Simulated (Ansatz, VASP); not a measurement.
# Bi: VASP beside Ansatz

The input INCAR:

```
ALGO = Normal ; EDIFF = 1E-6
ENCUT = 520 ; GGA = PE
ISIF = 2 ; ISMEAR = 1
LASPH = T ; LCHARG = F
LREAL = F ; LWAVE = F
NBANDS = 22 ; NELM = 80
PREC = Accurate ; SIGMA = 0.03
```

The input KPOINTS:

```
k-points
0
Gamma
  8 8 8
```

The input POSCAR:

```
Bi
1.0
    2.2924582305      1.3235513765      4.0467531177
   -2.2924582305      1.3235513765      4.0467531177
    0.0000000000     -2.6471027530      4.0467531177
Bi
2
Direct
    0.2337113826      0.2337113826      0.2337113826
    0.7662886174      0.7662886174      0.7662886174
```

Input for Ansatz:

```yaml
crystal:
  lattice:
    - [2.2924582305, 1.3235513765, 4.0467531177]
    - [-2.2924582305, 1.3235513765, 4.0467531177]
    - [0.0, -2.647102753, 4.0467531177]
  atoms:
    - { symbol: Bi, position: [0.2337113826, 0.2337113826, 0.2337113826] }
    - { symbol: Bi, position: [0.7662886174, 0.7662886174, 0.7662886174] }
hamiltonian:
  xc: pbe
  pseudopotentials:
    kind: paw
    azcp:
      Bi: "pseudopotentials/Bi.paw.azcp"
basis:
  ecutwfc: 420
  fft_grid_basis: typed
kpoints:
  mp_grid: { grid: [8, 8, 8], shift: [0, 0, 0] }
magnetization:
  spin_polarized: false
scf:
  occupations: { method: cold, width: 0.03 }
  lower_state_search: "off"
output:
  stress: true
```

Alike in both runs: task single point; functional PBE; k mesh 8 × 8 × 8; no spin polarisation.

```csv
,VASP,Ansatz
version,VASP 6.6.1,Ansatz 0.2.0
potentials or method,"VASP PAW PBE potentials, release 64 (Bi_d), cutoff 520 eV","plane waves (420 eV) with PAW, scalar-relativistic"
occupations,"methfessel-paxton of order 1, width 0.03 eV","cold, width 0.03 eV"
valence electrons in the cell,30,30
```

|  | VASP | Ansatz | Ansatz less VASP |
| --- | --- | --- | --- |
| pressure (GPa) | -0.1 | 0.0 | +0.04 |

Neither program's run includes spin-orbit coupling.
